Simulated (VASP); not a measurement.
# SiO2 (Fm-3m) in VASP: relaxation of cell and atoms with r2SCAN

Aim: the relaxation of cell and atoms of SiO2 with r2SCAN.

All numbers are computed with VASP 6.6.1; they aren't measurements. Logs are shortened: lines on timing, memory, paths and dates and some standing lists are left out, and cuts for length are marked.

## (1) The cell of the first run

It takes space group Fm-3m (No. 225, cubic). Conventional cell: a = 4.528 Å, b = 4.528 Å, c = 4.528 Å, α = 90.00°, β = 90.00°, γ = 90.00°. Si (site symmetry m-3m) has 8 O at 1.96 Å within 2.6 Å. O (site symmetry -43m) has 4 Si at 1.96 Å and 6 O at 2.26 Å within 2.6 Å.

## (2) Relaxation of cell and atoms, r2SCAN

The input, POSCAR:

```
SiO2
1.0
    0.0000000000      2.2641470185     -2.2641470185
    4.5282940370      0.0000000000      0.0000000000
   -2.2641470185     -4.5282940370     -2.2641470185
Si O
3 6
Direct
    0.3333333333      0.3333333333      0.6666666667
    0.6666666667      0.6666666667      0.3333333333
    1.0000000000      1.0000000000      0.0000000000
    0.1666666667      0.4166666667      0.3333333333
    0.5000000000      0.7500000000      0.0000000000
    0.8333333333      0.0833333333      0.6666666667
    0.8333333333      0.5833333333      0.6666666667
    0.1666666667      0.9166666667      0.3333333333
    0.5000000000      0.2500000000      0.0000000000
```

The input, INCAR.step1:

```
SYSTEM = SiO2
ALGO = Normal
EDIFF = 1E-4
ENCUT = 600
GGA = PE
ISMEAR = 0
LASPH = .True.
LCHARG = .False.
LREAL = .False.
LUSENCCL = .False.
LWAVE = .True.
NELM = 100
PREC = Accurate
SIGMA = 0.02
```

The input, INCAR.step2:

```
SYSTEM = SiO2
ALGO = Normal
EDIFF = 1E-7
EDIFFG = -0.015
ENCUT = 600
IBRION = 2
ISIF = 3
ISMEAR = 0
ISTART = 1
LASPH = .True.
LCHARG = .False.
LMIXTAU = .True.
LREAL = .False.
LUSENCCL = .False.
LWAVE = .False.
METAGGA = R2SCAN
NELM = 100
NSW = 80
PREC = Accurate
SIGMA = 0.02
```

The input, KPOINTS:

```
k-points
0
Gamma
  8 8 8
  0 0 0
```

Potentials or basis: VASP PAW PBE potentials, release 64 (Si, O).

The run is started by

```console
$ cat potpaw_PBE.64/Si/POTCAR potpaw_PBE.64/O/POTCAR > POTCAR
$ cp INCAR.step1 INCAR
$ mpirun -np 1 vasp_std > vasp.out
$ cp INCAR.step2 INCAR
$ mpirun -np 1 vasp_std > vasp.out
```

OUTCAR:

```text
SYSTEM = SiO2
   EDIFF = 1E-7
   EDIFFG = -0.015
   ENCUT = 600
   IBRION = 2
   ISIF = 3
   ISMEAR = 0
   ISTART = 1
   LASPH = .True.
   LREAL = .False.
   METAGGA = R2SCAN
   NELM = 100
   NSW = 80
   PREC = Accurate

 ion  position               nearest neighbor table
   1  0.333  0.333  0.667-   9 1.96   6 1.96   7 1.96   8 1.96   5 1.96   6 1.96   7 1.96   4 1.96

   2  0.667  0.667  0.333-   5 1.96   4 1.96   6 1.96   8 1.96   9 1.96   4 1.96   8 1.96   7 1.96

   3  0.000  0.000  0.000-   6 1.96   8 1.96   4 1.96   7 1.96   5 1.96   9 1.96   5 1.96   9 1.96

   4  0.167  0.417  0.333-   2 1.96   3 1.96   2 1.96   1 1.96
   5  0.500  0.750  0.000-   2 1.96   1 1.96   3 1.96   3 1.96
   6  0.833  0.083  0.667-   3 1.96   2 1.96   1 1.96   1 1.96
   7  0.833  0.583  0.667-   1 1.96   3 1.96   1 1.96   2 1.96
   8  0.167  0.917  0.333-   3 1.96   2 1.96   1 1.96   2 1.96
   9  0.500  0.250  0.000-   1 1.96   2 1.96   3 1.96   3 1.96

  LATTYP: Found a body centered orthorhombic cell.
 ALAT       =     3.2019874208
 B/A-ratio  =     1.4142135624
 C/A-ratio  =     3.0000000000

  Lattice vectors:

 A1 = (   2.2641470185,   4.5282940370,   2.2641470185)
 A2 = (  -2.2641470185,   2.2641470185,   4.5282940370)
 A3 = (   2.2641470185,  -4.5282940370,  -2.2641470185)

Analysis of symmetry for initial positions (statically):
=====================================================================
 Subroutine PRICEL returns following result:

  LATTYP: Found a face centered cubic cell.
 ALAT       =     4.5282940363

  Lattice vectors:

 A1 = (  -0.0000000007,   2.2641470178,  -2.2641470185)
 A2 = (   2.2641470183,   2.2641470183,   0.0000000000)
 A3 = (   2.2641470180,  -0.0000000005,  -2.2641470185)

   3 primitive cells build up your supercell.

 Routine SETGRP: Setting up the symmetry group for a
 body centered orthorhombic supercell.

 Subroutine GETGRP returns: Found  8 space group operations
 (whereof  8 operations were pure point group operations)
 out of a pool of  8 trial point group operations.

The static configuration has the point symmetry D_2h.

Analysis of symmetry for dynamics (positions and initial velocities):
=====================================================================
 Subroutine PRICEL returns following result:

  LATTYP: Found a face centered cubic cell.
[... 119 lines left out ...]
   EDIFF  = 0.1E-06   stopping-criterion for ELM
   LREAL  =      F    real-space projection
   EDIFFG = -.1E-01   stopping-criterion for IOM
   NSW    =     80    number of steps for IOM
   IBRION =      2    ionic relax: 0-MD 1-quasi-New 2-CG
   NFREE  =      1    steps in history (QN), initial steepest desc. (CG)
   ISIF   =      3    stress and relaxation
   ISYM   =      2    0-nonsym 1-usesym 2-fastsym
   POTIM  = 0.5000    time-step for ionic-motion
   TEBEG  =    0.0;   TEEND  =   0.0 temperature during run
   PSTRESS=    0.0 pullay stress
   NELECT =      48.0000    total number of electrons
   NUPDOWN=      -1.0000    fix difference up-down
   EMIN   =  10.00;   EMAX   =-10.00  energy-range for DOS
   EFERMI =   0.00;   METHOD = LEGACY
   ISMEAR =     0;   SIGMA  =   0.02  broadening in eV -4-tet -1-fermi 0-gaus
   EFERMI_NEDOS =   21; number of points for ismear=-14 and -15
   IALGO  =     38    algorithm
   IMIX   =      4    mixing-type and parameters
     AMIX     =   0.40;   BMIX     =  1.00
     AMIX_MAG =   1.60;   BMIX_MAG =  1.00
  volume/ion in A,a.u.               =       7.74        52.22
  Fermi-wavevector in a.u.,A,eV,Ry     =   1.446106  2.732745 28.452820  2.091223
  Thomas-Fermi vector in A             =   2.564212
   LORBIT       =      0    0 simple, 1 ext, 2 COOP (PROOUT), +10 PAW based schemes
   METAGGA = R2SCAN    functional components
   LHFCALC =     F    Hartree Fock is set to
   AEXX    =    0.0000 exact exchange contribution
   IVDW    =     0    specifies the selected vdW correction
   LEPSILON=     F    determine dielectric tensor
   LRPA    =     F    only Hartree local field effects (RPA)
 conjugate gradient relaxation of ions
 non-spin polarized calculation
 Gauss-broadening in eV      SIGMA  =   0.02
  energy-cutoff  :      600.00
  volume of cell :       69.64
 maximum number of plane-waves:      2350
 NGX is ok and might be reduce to    28
   NGX = 13   NGY = 19   NGZ = 23

 number of electron      47.9999992 magnetization

 Free energy of the ion-electron system (eV)
  ---------------------------------------------------
  ext. energy  EPLUGINS =         0.00000000
  ---------------------------------------------------
  free energy    TOTEN  =       -77.36392928 eV

  energy without entropy =      -77.36392928  energy(sigma->0) =      -77.36392928

 E-fermi :   9.5739     XC(G=0): -13.0892

 val. band max:        9.3955269959   @ k =   0.0000   0.0000   0.5000
 cond. band min:      12.0766190741   @ k =   0.0000   0.0000   0.5000
 fundamental gap:      2.6810920782
 Fermi energy:         9.5738872959

 k-point     1 :       0.0000    0.0000    0.0000
  band No.  band energies     occupation
      1     -14.6900      2.00000
      2     -11.1797      2.00000
      3     -11.1797      2.00000
      4     -11.0406      2.00000
      5     -11.0406      2.00000
      6      -7.7593      2.00000
[... 757 lines left out ...]
     28      17.7113      0.00000
     29      18.3706      0.00000

 [... further k-points ...]
[... 5 lines left out ...]
  --------------------------------------------------------------------------------------
  -------------------------------------------------------------------------------------
  Total        0.0600753      0.0599856      0.0599856      0.0000000      0.0000505      0.0000000
  in kB        1.3821060      1.3800429      1.3800429      0.0000000      0.0011626      0.0000000
  external PRESSURE =       1.3807306 kB  Pullay stress =       0.0000000 kB

 VOLUME and BASIS-vectors are now :
 -----------------------------------------------------------------------------
  energy-cutoff  :      600.00
  volume of cell :       69.64
      direct lattice vectors                 reciprocal lattice vectors
     0.000000000  2.264147019 -2.264147019     0.000000000  0.147222477 -0.294444955
     4.528294037  0.000000000  0.000000000     0.220833716 -0.073611239 -0.073611239
    -2.264147019 -4.528294037 -2.264147019     0.000000000 -0.147222477 -0.147222477

 POSITION                                       TOTAL-FORCE (eV/Angst)
 -----------------------------------------------------------------------------------
     -0.00000     -2.26415     -2.26415        -0.000000     -0.000000     -0.000000
      2.26415      0.00000     -2.26415        -0.000000      0.000000      0.000000
      0.00000      0.00000      0.00000        -0.000000     -0.000000      0.000000
      1.13207     -1.13207     -1.13207         0.000043      0.000000     -0.000000
      3.39622      1.13207     -1.13207         0.000043      0.000000     -0.000000
     -1.13207     -1.13207     -3.39622         0.000043     -0.000000      0.000000
      1.13207     -1.13207     -3.39622        -0.000043      0.000000      0.000000
      3.39622     -1.13207     -1.13207        -0.000043      0.000000      0.000000
      1.13207      1.13207     -1.13207        -0.000043      0.000000     -0.000000
 -----------------------------------------------------------------------------------
    total drift:                                0.000000      0.000000      0.000000

  FREE ENERGIE OF THE ION-ELECTRON SYSTEM (eV)
  ---------------------------------------------------
  free  energy   TOTEN  =       -77.3639292827 eV

  energy  without entropy=      -77.3639292827  energy(sigma->0) =      -77.36392928

 reached required accuracy - stopping structural energy minimisation
```

OUTCAR.step1:

```text
SYSTEM = SiO2
   EDIFF = 1E-4
   ENCUT = 600
   GGA = PE
   ISMEAR = 0
   LASPH = .True.
   LREAL = .False.
   NELM = 100
[... 1028 lines left out ...]
      1.13207     -1.13207     -3.39622        -0.000102     -0.000000      0.000000
      3.39622     -1.13207     -1.13207        -0.000102      0.000000     -0.000000
      1.13207      1.13207     -1.13207        -0.000102     -0.000000      0.000000
 -----------------------------------------------------------------------------------
    total drift:                                0.000000      0.000000      0.000000

  FREE ENERGIE OF THE ION-ELECTRON SYSTEM (eV)
  ---------------------------------------------------
  free  energy   TOTEN  =       -59.7230563230 eV

  energy  without entropy=      -59.7230563230  energy(sigma->0) =      -59.72305632
```

Wall time 7.6 min (1 × NVIDIA H100 80GB with 1 thread of AMD EPYC 7R13 (Zen 3), shared host); peak memory 1.4 GiB.

Results:

```yaml
Free_energy: -77.3639 eV
Pressure_after_relaxing: 0.1 GPa
Band_gap_on_the_k_mesh: 2.68 eV
```

Final structure:
```
Si O
1.0
     0.00000    2.26415   -2.26415
     4.52829    0.00000    0.00000
    -2.26415   -4.52829   -2.26415
Si O
3 6
Direct
  0.33333 0.33333 0.66667
  0.66667 0.66667 0.33333
  0.00000 0.00000 0.00000
  0.16667 0.41667 0.33333
  0.50000 0.75000 0.00000
  0.83333 0.08333 0.66667
  0.83333 0.58333 0.66667
  0.16667 0.91667 0.33333
  0.50000 0.25000 0.00000
```

Caveat: the relaxation stopped at its first step, so nothing moved; the PAW data sets were made with another functional, which shifts forces and pressure a little. A k mesh can miss the band edges.
